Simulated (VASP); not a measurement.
# MgO (P6_3mc) in VASP: further runs, part 2 of 2

VASP 6.6.1. Earlier steps stand in the parts before.

## (4) Single point, PBE

This run uses another cell than the first one, of 12.49 Å³/atom, 1.051 times its volume.

The input, INCAR:

```
PREC     = Accurate       # precision mode
ENCUT    = 520            # plane-wave cutoff, eV
EDIFF    = 1E-6           # SCF threshold, eV
ISMEAR   = 0              # smearing method
SIGMA    = 0.05           # smearing width, eV
LREAL    = F              # projectors in reciprocal space
LASPH    = T              # aspherical terms in the spheres
NELM     = 80             # most SCF steps
ALGO     = Normal         # electronic algorithm
ISIF     = 2              # what is computed and relaxed
LWAVE    = F              # write WAVECAR
LCHARG   = F              # write CHGCAR
GGA      = PE             # functional
NBANDS   = 16             # bands
```

The input, KPOINTS:

```
Automatic mesh
0
Gamma
  9 9 6
```

The input, POSCAR:

```
MgO
1.0
    3.3428022696      0.0000000000      0.0000000000
   -1.6714011348      2.8949516853      0.0000000000
    0.0000000000      0.0000000000      5.1640562667
Mg O
2 2
Direct
    0.3333333333      0.6666666667      0.0063188067
    0.6666666667      0.3333333333      0.5063188067
    0.3333333333      0.6666666667      0.3982811933
    0.6666666667      0.3333333333      0.8982811933
```

Potentials or basis: VASP PAW PBE potentials, release 64 (Mg, O).

Started as:

```console
cat potpaw_PBE.64/Mg/POTCAR potpaw_PBE.64/O/POTCAR > POTCAR
mpirun -np 1 vasp_std > vasp.out
```

OUTCAR:

```text
PREC = Accurate
   ENCUT = 520
   EDIFF = 1E-6
   ISMEAR = 0
   LREAL = F
   LASPH = T
   NELM = 80
   ISIF = 2
   GGA = PE

 ion  position               nearest neighbor table
   1  0.333  0.667  0.006-   4 2.01   4 2.01   4 2.01   3 2.02   2 3.22   2 3.22   2 3.22   2 3.22
                             2 3.22   2 3.22
   2  0.667  0.333  0.506-   3 2.01   3 2.01   3 2.01   4 2.02   1 3.22   1 3.22   1 3.22   1 3.22
                             1 3.22   1 3.22
   3  0.333  0.667  0.398-   2 2.01   2 2.01   2 2.01   1 2.02
   4  0.667  0.333  0.898-   1 2.01   1 2.01   1 2.01   2 2.02

  LATTYP: Found a hexagonal cell.
 ALAT       =     3.3428022696
 C/A-ratio  =     1.5448285152

  Lattice vectors:

 A1 = (   3.3428022696,   0.0000000000,   0.0000000000)
 A2 = (  -1.6714011348,   2.8949516853,   0.0000000000)
 A3 = (   0.0000000000,   0.0000000000,   5.1640562667)

Analysis of symmetry for initial positions (statically):
=====================================================================
 Subroutine PRICEL returns:
 Original cell was already a primitive cell.

 Routine SETGRP: Setting up the symmetry group for a
 hexagonal supercell.

 Subroutine GETGRP returns: Found 12 space group operations
 (whereof  6 operations were pure point group operations)
 out of a pool of 24 trial point group operations.

The static configuration has the point symmetry C_3v.
 The point group associated with its full space group is C_6v.

Analysis of symmetry for dynamics (positions and initial velocities):
=====================================================================
 Subroutine PRICEL returns:
 Original cell was already a primitive cell.

 Routine SETGRP: Setting up the symmetry group for a
 hexagonal supercell.

 Subroutine GETGRP returns: Found 12 space group operations
 (whereof  6 operations were pure point group operations)
 out of a pool of 24 trial point group operations.

The dynamic configuration has the point symmetry C_3v.
 The point group associated with its full space group is C_6v.

 Subroutine INISYM returns: Found 12 space group operations
 (whereof  6 operations are pure point group operations),
 and found     1 'primitive' translations

----------------------------------------------------------------------------------------

                                     Primitive cell

  volume of cell :      49.9739

  direct lattice vectors                    reciprocal lattice vectors
     3.342802270  0.000000000  0.000000000     0.299150210  0.172714454  0.000000000
    -1.671401135  2.894951685  0.000000000     0.000000000  0.345428908  0.000000000
     0.000000000  0.000000000  5.164056267     0.000000000  0.000000000  0.193646225

  length of vectors
     3.342802270  3.342802270  5.164056267     0.345428908  0.345428908  0.193646225

  position of ions in fractional coordinates (direct lattice)
     0.333333333  0.666666667  0.006318807
     0.666666667  0.333333333  0.506318807
     0.333333333  0.666666667  0.398281193
     0.666666667  0.333333333  0.898281193

  ion indices of the primitive-cell ions
   primitive index   ion index
                 1           1
                 2           2
                 3           3
                 4           4

----------------------------------------------------------------------------------------

 KPOINTS: Automatic mesh

Automatic generation of k-mesh.
 Grid dimensions read from file:
 generate k-points for:    9    9    6

 Generating k-lattice:

  Cartesian coordinates                     Fractional coordinates (reciprocal lattice)
     0.033238912  0.019190495  0.000000000     0.111111111  0.000000000  0.000000000
     0.000000000  0.038380990  0.000000000     0.000000000  0.111111111  0.000000000
     0.000000000  0.000000000  0.032274371     0.000000000  0.000000000  0.166666667

  Length of vectors
     0.038380990  0.038380990  0.032274371

  Shift w.r.t. Gamma in fractional coordinates (k-lattice)
     0.000000000  0.000000000  0.000000000

 Subroutine IBZKPT returns following result:
 ===========================================

 Found     48 irreducible k-points:

 Following reciprocal coordinates:
            Coordinates               Weight
  0.000000  0.000000  0.000000      1.000000
  0.111111  0.000000  0.000000      6.000000
  0.222222  0.000000  0.000000      6.000000
  0.333333  0.000000  0.000000      6.000000
  0.444444  0.000000  0.000000      6.000000
  0.111111  0.111111  0.000000      6.000000
[... 16 lines left out ...]
  0.333333  0.222222  0.166667     24.000000
  0.333333  0.333333  0.166667      4.000000
 [... further k-points ...]
   k-points           NKPTS =     48   k-points in BZ     NKDIM =     48   number of bands    NBANDS=     16
   number of dos      NEDOS =    301   number of ions     NIONS =      4
   total plane-waves  NPLWV =  31360
   dimension x,y,z NGX =    28 NGY =   28 NGZ =   40
   dimension x,y,z NGXF=    56 NGYF=   56 NGZF=   80
   ions per type =               2   2
   NGX,Y,Z   is equivalent  to a cutoff of  13.93, 13.93, 12.88 a.u.
   NGXF,Y,Z  is equivalent  to a cutoff of  27.85, 27.85, 25.75 a.u.
 SYSTEM =  unknown system
   PREC   = accura    normal or accurate (medium, high low for compatibility)
   ISTART =      0    job   : 0-new  1-cont  2-samecut
   ICHARG =      2    charge: 1-file 2-atom 10-const
   ISPIN  =      1    spin polarized calculation?
   LNONCOLLINEAR =      F non collinear calculations
   LSORBIT =      F    spin-orbit coupling
   LASPH  =      T    aspherical Exc in radial PAW
   ENCUT  =  520.0 eV  38.22 Ry    6.18 a.u.   6.22  6.22  9.60*2*pi/ulx,y,z
   NELM   =     80;   NELMIN=  2; NELMDL= -5     # of ELM steps
   EDIFF  = 0.1E-05   stopping-criterion for ELM
   LREAL  =      F    real-space projection
[... 7 lines left out ...]
   TEBEG  =    0.0;   TEEND  =   0.0 temperature during run
   PSTRESS=    0.0 pullay stress
   NELECT =      16.0000    total number of electrons
   NUPDOWN=      -1.0000    fix difference up-down
   EMIN   =  10.00;   EMAX   =-10.00  energy-range for DOS
   EFERMI =   0.00;   METHOD = LEGACY
   ISMEAR =     0;   SIGMA  =   0.05  broadening in eV -4-tet -1-fermi 0-gaus
   EFERMI_NEDOS =   21; number of points for ismear=-14 and -15
   IALGO  =     38    algorithm
   IMIX   =      4    mixing-type and parameters
     AMIX     =   0.40;   BMIX     =  1.00
     AMIX_MAG =   1.60;   BMIX_MAG =  1.00
  volume/ion in A,a.u.               =      12.49        84.31
  Fermi-wavevector in a.u.,A,eV,Ry     =   1.119955  2.116408 17.065771  1.254299
  Thomas-Fermi vector in A             =   2.256598
   LORBIT       =      0    0 simple, 1 ext, 2 COOP (PROOUT), +10 PAW based schemes
   GGA     = PE    functional components
   LHFCALC =     F    Hartree Fock is set to
   AEXX    =    0.0000 exact exchange contribution
   IVDW    =     0    specifies the selected vdW correction
   LEPSILON=     F    determine dielectric tensor
   LRPA    =     F    only Hartree local field effects (RPA)
 non-spin polarized calculation
 Gauss-broadening in eV      SIGMA  =   0.05
  energy-cutoff  :      520.00
  volume of cell :       49.97
 maximum number of plane-waves:      1363
 NGX is ok and might be reduce to    28
   NGX = 13   NGY = 13   NGZ = 19

 number of electron      16.0000005 magnetization

 Free energy of the ion-electron system (eV)
  ---------------------------------------------------
  ext. energy  EPLUGINS =         0.00000000
  ---------------------------------------------------
  free energy    TOTEN  =       -23.52196921 eV

  energy without entropy =      -23.52196921  energy(sigma->0) =      -23.52196921

 E-fermi :   1.0134     XC(G=0):  -9.4990

 val. band max:        0.7549462844   @ k =   0.0000   0.0000   0.0000
 cond. band min:       4.0140475527   @ k =   0.0000   0.0000   0.0000
 fundamental gap:      3.2591012683
 Fermi energy:         1.0133613042

 k-point     1 :       0.0000    0.0000    0.0000
  band No.  band energies     occupation
      1     -15.2436      2.00000
      2     -14.5615      2.00000
      3      -2.3048      2.00000
      4       0.1647      2.00000
      5       0.1647      2.00000
      6       0.4550      2.00000
[... 8 lines left out ...]
     15      16.8596      0.00000
     16      16.8596      0.00000
[... 419 lines left out ...]
 k-point    24 :       0.3333    0.3333    0.1667
  band No.  band energies     occupation
      1     -14.5187      2.00000
      2     -14.5187      2.00000
      3      -1.6744      2.00000
      4      -1.2614      2.00000
      5      -1.2614      2.00000
      6      -0.5443      2.00000
[... 8 lines left out ...]
     15      13.9539      0.00000
     16      17.4322      0.00000

 [... further k-points ...]
[... 5 lines left out ...]
  --------------------------------------------------------------------------------------
  -------------------------------------------------------------------------------------
  Total       -1.0242698     -1.0242698     -0.9203885      0.0000000      0.0000000      0.0000000
  in kB      -32.8383983    -32.8383983    -29.5079343      0.0000000      0.0000000      0.0000000
  external PRESSURE =     -31.7282436 kB  Pullay stress =       0.0000000 kB

 VOLUME and BASIS-vectors are now :
 -----------------------------------------------------------------------------
  energy-cutoff  :      520.00
  volume of cell :       49.97
      direct lattice vectors                 reciprocal lattice vectors
     3.342802270  0.000000000  0.000000000     0.299150210  0.172714454  0.000000000
    -1.671401135  2.894951685  0.000000000     0.000000000  0.345428908  0.000000000
     0.000000000  0.000000000  5.164056267     0.000000000  0.000000000  0.193646225

 POSITION                                       TOTAL-FORCE (eV/Angst)
 -----------------------------------------------------------------------------------
     -0.00000      1.92997      0.03263        -0.000000     -0.000000      0.017428
      1.67140      0.96498      2.61466         0.000000     -0.000000      0.017428
     -0.00000      1.92997      2.05675         0.000000     -0.000000     -0.017428
      1.67140      0.96498      4.63877        -0.000000      0.000000     -0.017428
 -----------------------------------------------------------------------------------
    total drift:                               -0.000000     -0.000000      0.000449

  FREE ENERGIE OF THE ION-ELECTRON SYSTEM (eV)
  ---------------------------------------------------
  free  energy   TOTEN  =       -23.5219692052 eV

  energy  without entropy=      -23.5219692052  energy(sigma->0) =      -23.52196921
```

Wall time 24 s (1 thread of Intel Xeon 6975P-C (Granite Rapids), shared host); peak memory 0.18 GiB.

Results:

```yaml
Free_energy: -23.5220 eV
Pressure: -3.2 GPa
Largest_force: 0.017 eV/Å
Band_gap_on_the_k_mesh: 3.26 eV, direct
```

Forces on the atoms (eV/Å):
```
Mg   0.000  0.000  0.017
Mg   0.000  0.000  0.017
O    0.000  0.000 -0.017
O    0.000  0.000 -0.017
```

Levels at points of the mesh, in eV from the valence-band top:
| k point | band 5 | band 6 | band 7 | band 8 | band 9 | band 10 | band 11 | band 12 |
| --- | --- | --- | --- | --- | --- | --- | --- | --- |
| (0.00, 0.00, 0.00) | -0.59 | -0.30 | -0.30 | 0.00 | 3.26 | 8.16 | 9.83 | 13.97 |
| (0.00, 0.00, 0.50) | -0.45 | -0.45 | -0.45 | -0.45 | 5.68 | 5.68 | 12.66 | 12.66 |

A k mesh can miss the band edges. A hybrid or GW would open this gap; PBE tends to underestimate it.

## (5) Single point, PBE

This run uses another cell than the first one, of 12.81 Å³/atom, 1.078 times its volume.

The input, INCAR:

```
SYSTEM = MgO
PREC     = Accurate       ! precision mode
ENCUT    = 520            ! plane-wave cutoff, eV
EDIFF    = 1E-7           ! SCF threshold, eV
ISMEAR   = 0              ! smearing method
SIGMA    = 0.05           ! smearing width, eV
LREAL    = .False.        ! projectors in reciprocal space
LASPH    = .True.         ! aspherical terms in the spheres
NELM     = 80             ! most SCF steps
ALGO     = Normal         ! electronic algorithm
ISIF     = 2              ! what is computed and relaxed
LWAVE    = .False.        ! write WAVECAR
LCHARG   = .False.        ! write CHGCAR
GGA      = PE             ! functional
NBANDS   = 16             ! bands
```

The input, KPOINTS:

```
Automatic mesh
0
Gamma
  9 9 6
  0 0 0
```

The input, POSCAR:

```
MgO
1.0
    3.3706506669      0.0000000000      0.0000000000
   -1.6853253335      2.9190691049      0.0000000000
    0.0000000000      0.0000000000      5.2070772651
Mg O
2 2
Direct
    0.3333333333      0.6666666667      0.0063188067
    0.6666666667      0.3333333333      0.5063188067
    0.3333333333      0.6666666667      0.3982811933
    0.6666666667      0.3333333333      0.8982811933
```

Started as:

```console
cat potpaw_PBE.64/Mg/POTCAR potpaw_PBE.64/O/POTCAR > POTCAR
mpirun -np 1 vasp_std > vasp.out
```

Wall time 22 s (1 thread of Intel Xeon 6975P-C (Granite Rapids), shared host); peak memory 0.19 GiB.

The run converged. Its results:

```
Free energy            : -23.4883 eV
Pressure               : -5.6 GPa
Largest force          : 0.032 eV/Å
Band gap on the k mesh : 3.13 eV, direct
```

Forces in eV/Å, atoms in the order of the input:
```
Mg   0.000  0.000  0.032
Mg   0.000  0.000  0.032
O    0.000  0.000 -0.032
O    0.000  0.000 -0.032
```

Stress tensor (GPa, compression positive):
```
-5.83  0.00  0.00
 0.00 -5.83  0.00
 0.00  0.00 -5.22
```

Levels at points of the mesh, in eV from the valence-band top:
```csv
k point,band 4,band 5,band 6,band 7,band 8,band 9,band 10,band 11,band 12,band 13
"(0.00, 0.00, 0.00)",-0.58,-0.58,-0.29,-0.29,0.00,3.13,7.98,9.64,13.78,13.78
"(0.00, 0.00, 0.50)",-1.86,-0.44,-0.44,-0.44,-0.44,5.53,5.53,12.45,12.45,14.22
```

## (6) Single point, PBE

This run uses another cell than the first one, of 13.12 Å³/atom, 1.104 times its volume.

The input, INCAR:

```
SYSTEM = MgO
ALGO     = Normal         ! electronic algorithm
EDIFF    = 1E-6           ! SCF threshold, eV
ENCUT    = 520            ! plane-wave cutoff, eV
GGA      = PE             ! functional
ISIF     = 2              ! what is computed and relaxed
ISMEAR   = 0              ! smearing method
LASPH    = .True.         ! aspherical terms in the spheres
LCHARG   = .False.        ! write CHGCAR
LREAL    = .False.        ! projectors in reciprocal space
LWAVE    = .False.        ! write WAVECAR
NBANDS   = 16             ! bands
NELM     = 100            ! most SCF steps
PREC     = Accurate       ! precision mode
SIGMA    = 0.05           ! smearing width, eV
```

The input, KPOINTS:

```
k-points
0
Gamma
  9 9 6
  0 0 0
```

The input, POSCAR:

```
MgO
1.0
    3.3981675358      0.0000000000      0.0000000000
   -1.6990837679      2.9428994123      0.0000000000
    0.0000000000      0.0000000000      5.2495861087
Mg O
2 2
Direct
    0.3333333333      0.6666666667      0.0063188067
    0.6666666667      0.3333333333      0.5063188067
    0.3333333333      0.6666666667      0.3982811933
    0.6666666667      0.3333333333      0.8982811933
```

Potentials or basis: VASP PAW PBE potentials, release 64 (Mg, O).

Started as:

```console
cat potpaw_PBE.64/Mg/POTCAR potpaw_PBE.64/O/POTCAR > POTCAR
mpirun -np 1 vasp_std > vasp.out
```

Wall time 20 s (1 thread of Intel Xeon 6975P-C (Granite Rapids), shared host); peak memory 0.19 GiB.

Results (log left out):

```yaml
Free_energy: -23.4362 eV
Pressure: -7.8 GPa
Largest_force: 0.045 eV/Å
Band_gap_on_the_k_mesh: 3.01 eV, direct
```

Forces in eV/Å, atoms in the order of the input:
```
Mg   0.000  0.000  0.045
Mg   0.000  0.000  0.045
O    0.000  0.000 -0.045
O    0.000  0.000 -0.045
```

Stress tensor (GPa, compression positive):
```
-8.08  0.00  0.00
 0.00 -8.08  0.00
 0.00  0.00 -7.22
```

Levels at points of the mesh, in eV from the valence-band top:
```tsv
k point	band 4	band 5	band 6	band 7	band 8	band 9	band 10	band 11	band 12	band 13
(0.00, 0.00, 0.00)	-0.57	-0.57	-0.29	-0.29	0.00	3.01	7.81	9.45	13.60	13.60
(0.00, 0.00, 0.50)	-1.82	-0.43	-0.43	-0.43	-0.43	5.38	5.38	12.24	12.24	14.02
```

A k mesh can miss the band edges. A hybrid or GW would open this gap; PBE tends to underestimate it.

## (7) Summary

```tsv
cell	gap on the mesh (eV)	pressure (GPa)	largest force (eV/Å)
a = 3.288, b = 3.288, c = 5.079 Å, angles 90.0, 90.0, 120.0°, 4 atoms	3.53	2.6	0.01
a = 3.315, b = 3.315, c = 5.122 Å, angles 90.0, 90.0, 120.0°, 4 atoms	3.39	-0.5	-
a = 3.343, b = 3.343, c = 5.164 Å, angles 90.0, 90.0, 120.0°, 4 atoms	3.26	-3.2	0.02
a = 3.371, b = 3.371, c = 5.207 Å, angles 90.0, 90.0, 120.0°, 4 atoms	3.13	-5.6	0.03
a = 3.398, b = 3.398, c = 5.250 Å, angles 90.0, 90.0, 120.0°, 4 atoms	3.01	-7.8	0.05
```

Alike in all rows: task single point; level PBE; potentials or basis VASP PAW PBE potentials, release 64 (Mg, O); no spin polarisation; k mesh 9 × 9 × 6; cutoff (eV) 520; smearing gaussian 0.05 eV.

Absolute energies hang on the potentials; compare differences alone.
